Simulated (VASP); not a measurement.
# AlN (klda) (F-43m) in VASP: further runs, part 2 of 2

VASP 6.6.1.

## (3) Single point, LDA

This run uses another cell than the first one, of 10.23 Å³/atom, 0.982 times its volume.

INCAR

```
PREC = Accurate
ENCUT = 520
EDIFF = 1E-6
ISMEAR = 0
SIGMA = 0.02
LREAL = False
LASPH = True
NELM = 80
ALGO = Normal
ISIF = 2
LWAVE = False
LCHARG = False
GGA = CA
NBANDS = 11
```

KPOINTS

```
Automatic mesh
0
Gamma
  10 10 10
```

POSCAR

```
AlN
1.0
    0.0000000000      2.1710505102      2.1710505102
    2.1710505102      0.0000000000      2.1710505102
    2.1710505102      2.1710505102      0.0000000000
Al N
1 1
Direct
    0.0000000000      0.0000000000      0.0000000000
    0.2500000000      0.2500000000      0.2500000000
```

Potentials or basis: VASP PAW LDA potentials, release 64 (Al, N).

Run with:

```sh
> cat potpaw_LDA.64/Al/POTCAR potpaw_LDA.64/N/POTCAR > POTCAR
> mpirun -np 1 vasp_std > vasp.out
```

OUTCAR:

```text
PREC = Accurate
   ENCUT = 520
   EDIFF = 1E-6
   ISMEAR = 0
   LREAL = False
   LASPH = True
   NELM = 80
   ISIF = 2
   GGA = CA

 ion  position               nearest neighbor table
   1  0.000  0.000  0.000-   2 1.88   2 1.88   2 1.88   2 1.88
   2  0.250  0.250  0.250-   1 1.88   1 1.88   1 1.88   1 1.88

  LATTYP: Found a face centered cubic cell.
 ALAT       =     4.3421010204

  Lattice vectors:

 A1 = (   0.0000000000,   2.1710505102,   2.1710505102)
 A2 = (   2.1710505102,   0.0000000000,   2.1710505102)
 A3 = (   2.1710505102,   2.1710505102,   0.0000000000)

Analysis of symmetry for initial positions (statically):
=====================================================================
 Subroutine PRICEL returns:
 Original cell was already a primitive cell.

 Routine SETGRP: Setting up the symmetry group for a
 face centered cubic supercell.

 Subroutine GETGRP returns: Found 24 space group operations
 (whereof 24 operations were pure point group operations)
 out of a pool of 48 trial point group operations.

The static configuration has the point symmetry T_d .

Analysis of symmetry for dynamics (positions and initial velocities):
=====================================================================
 Subroutine PRICEL returns:
 Original cell was already a primitive cell.

 Routine SETGRP: Setting up the symmetry group for a
 face centered cubic supercell.

 Subroutine GETGRP returns: Found 24 space group operations
 (whereof 24 operations were pure point group operations)
 out of a pool of 48 trial point group operations.

The dynamic configuration has the point symmetry T_d .

 Subroutine INISYM returns: Found 24 space group operations
 (whereof 24 operations are pure point group operations),
 and found     1 'primitive' translations

----------------------------------------------------------------------------------------
[... 118 lines left out ...]
   GGA     = CA    functional components
   LHFCALC =     F    Hartree Fock is set to
   AEXX    =    0.0000 exact exchange contribution
   IVDW    =     0    specifies the selected vdW correction
   LEPSILON=     F    determine dielectric tensor
   LRPA    =     F    only Hartree local field effects (RPA)
 non-spin polarized calculation
 Gauss-broadening in eV      SIGMA  =   0.02
  energy-cutoff  :      520.00
  volume of cell :       20.47
 maximum number of plane-waves:       568
   NGX = 11   NGY = 11   NGZ = 11

 number of electron       8.0000000 magnetization

 Free energy of the ion-electron system (eV)
  ---------------------------------------------------
  ext. energy  EPLUGINS =         0.00000000
  ---------------------------------------------------
  free energy    TOTEN  =       -16.37543794 eV

  energy without entropy =      -16.37543794  energy(sigma->0) =      -16.37543794

 E-fermi :   5.9626     XC(G=0): -11.3442

 val. band max:        5.8781587793   @ k =   0.0000   0.0000   0.0000
 cond. band min:       9.1088018840   @ k =   0.5000   0.5000   0.0000
 fundamental gap:      3.2306431047
 Fermi energy:         5.9626490098

 k-point     1 :       0.0000    0.0000    0.0000
  band No.  band energies     occupation
      1      -9.0498      2.00000
      2       5.8782      2.00000
      3       5.8782      2.00000
      4       5.8782      2.00000
      5      10.2727      0.00000
      6      18.3873      0.00000
      7      18.3873      0.00000
      8      18.3873      0.00000
      9      23.5430      0.00000
     10      23.5430      0.00000
     11      24.9625      0.00000
[... 309 lines left out ...]
 k-point    24 :       0.4000    0.3000    0.0000
  band No.  band energies     occupation
      1      -6.9318      2.00000
      2       1.6749      2.00000
      3       4.1357      2.00000
      4       4.4441      2.00000
      5      10.7407      0.00000
      6      15.3314      0.00000
      7      18.1891      0.00000
      8      20.4391      0.00000
      9      20.9550      0.00000
     10      27.1719      0.00000
     11      29.5842      0.00000

 [... further k-points ...]

------------------------ aborting loop because EDIFF is reached ----------------------------------------

  FORCE on cell =-STRESS in cart. coord.  units (eV):
  Direction    XX          YY          ZZ          XY          YZ          ZX
  --------------------------------------------------------------------------------------
  -------------------------------------------------------------------------------------
  Total        0.0838999      0.0838999      0.0838999      0.0000000      0.0000000      0.0000000
  in kB        6.5679872      6.5679872      6.5679872      0.0000000      0.0000000      0.0000000
  external PRESSURE =       6.5679872 kB  Pullay stress =       0.0000000 kB

 VOLUME and BASIS-vectors are now :
 -----------------------------------------------------------------------------
  energy-cutoff  :      520.00
  volume of cell :       20.47
      direct lattice vectors                 reciprocal lattice vectors
     0.000000000  2.171050510  2.171050510    -0.230303255  0.230303255  0.230303255
     2.171050510  0.000000000  2.171050510     0.230303255 -0.230303255  0.230303255
     2.171050510  2.171050510  0.000000000     0.230303255  0.230303255 -0.230303255

 POSITION                                       TOTAL-FORCE (eV/Angst)
 -----------------------------------------------------------------------------------
      0.00000      0.00000      0.00000         0.000000      0.000000      0.000000
      1.08553      1.08553      1.08553        -0.000000     -0.000000     -0.000000
 -----------------------------------------------------------------------------------
    total drift:                               -0.000000     -0.000000     -0.000000

  FREE ENERGIE OF THE ION-ELECTRON SYSTEM (eV)
  ---------------------------------------------------
  free  energy   TOTEN  =       -16.3754379387 eV

  energy  without entropy=      -16.3754379387  energy(sigma->0) =      -16.37543794
```

Run time: 5.5 s. Hardware: 1 thread of Intel Xeon Platinum 8488C (Sapphire Rapids), shared host; peak memory 0.12 GiB.

Results:

```
Free energy            : -16.3754 eV
Pressure               : 0.7 GPa
Band gap on the k mesh : 3.23 eV, indirect (least direct gap 4.39 eV)
```

A k mesh can miss the band edges. A hybrid or GW would open this gap; LDA tends to underestimate it.

## (4) Relaxation of cell and atoms, LDA

INCAR

```
PREC = Accurate
ENCUT = 600
EDIFF = 1E-6
ISMEAR = 0
SIGMA = 0.02
LREAL = F
LASPH = T
NELM = 60
ALGO = Normal
ISIF = 3
LWAVE = F
LCHARG = F
IBRION = 2
NSW = 100
EDIFFG = -0.002
```

KPOINTS

```
regular mesh
0
Gamma
  10 10 10
```

POSCAR

```
AlN
1.0
    0.0000000000      2.1839935600      2.1839935600
    2.1839935600      0.0000000000      2.1839935600
    2.1839935600      2.1839935600      0.0000000000
Al N
1 1
Direct
    0.0000000000      0.0000000000      0.0000000000
    0.2500000000      0.2500000000      0.2500000000
```

Run with:

```sh
> cat potpaw_LDA.64/Al/POTCAR potpaw_LDA.64/N/POTCAR > POTCAR
> mpirun -np 1 vasp_std > vasp.out
```

It took 15 s on 1 thread of Intel Xeon Platinum 8488C (Sapphire Rapids), shared host; peak memory 0.14 GiB.

The run converged. Its results:

```yaml
Free_energy: -16.3765 eV
Relaxed_volume: 10.26 Å³/atom
Relaxed_cell: a = 3.073 Å, b = 3.073 Å, c = 3.073 Å, α = 60.00°, β = 60.00°, γ = 60.00°
Space_group_after_relaxing_to_0.05_Å: F-43m (No. 216)
Energy_gained_by_relaxing: 1.5 meV/atom
Ionic_steps: 3
Pressure_after_relaxing: 0.0 GPa
Band_gap_on_the_k_mesh: 3.23 eV, indirect (least direct gap 4.37 eV)
```

The path:
| step | energy change (eV) | largest force (eV/Å) | pressure (GPa) | volume (Å³) |
| --- | --- | --- | --- | --- |
| 1 | 0.0000 | 0.0000 | -3.10 | 20.83 |
| 2 | -0.0004 | 0.0000 | 3.07 | 20.23 |
| 3 | -0.0031 | 0.0000 | -0.01 | 20.52 |

Final structure:
```yaml
crystal:
  lattice:
    - [0.00000, 2.17298, 2.17298]
    - [2.17298, 0.00000, 2.17298]
    - [2.17298, 2.17298, 0.00000]
  atoms:
    - { symbol: Al, position: [0.00000, 0.00000, 0.00000] }
    - { symbol: N, position: [0.25000, 0.25000, 0.25000] }
```

Levels at points of the mesh, in eV from the valence-band top:
| k point | band 2 | band 3 | band 4 | band 5 | band 6 | band 7 |
| --- | --- | --- | --- | --- | --- | --- |
| (0.00, 0.00, 0.00) | 0.00 | 0.00 | 0.00 | 4.37 | 12.48 | 12.48 |
| (0.50, 0.00, 0.00) | -5.97 | -0.49 | -0.49 | 7.41 | 9.87 | 11.06 |
| (0.50, 0.50, 0.00) | -5.00 | -1.81 | -1.81 | 3.23 | 8.50 | 13.96 |

## (5) The runs side by side

```tsv
task	cell	k mesh	cutoff (eV)	smearing	gap on the mesh (eV)	pressure (GPa)
single point	a = 3.089 Å, angles 60.0°, 2 atoms	8 × 8 × 8	520	gaussian 0.1 eV	3.22	-3.0
single point	a = 3.070 Å, angles 60.0°, 2 atoms	10 × 10 × 10	520	gaussian 0.02 eV	3.23	0.7
relaxation of cell and atoms	relaxed from a = 3.089 Å, angles 60.0°, 2 atoms	10 × 10 × 10	600	gaussian 0.02 eV	3.23	0.0
```

Alike in all rows: level LDA; potentials or basis VASP PAW LDA potentials, release 64 (Al, N); no spin polarisation.

Total energies depend on the potentials used, so only differences within one code and one set of settings carry meaning.
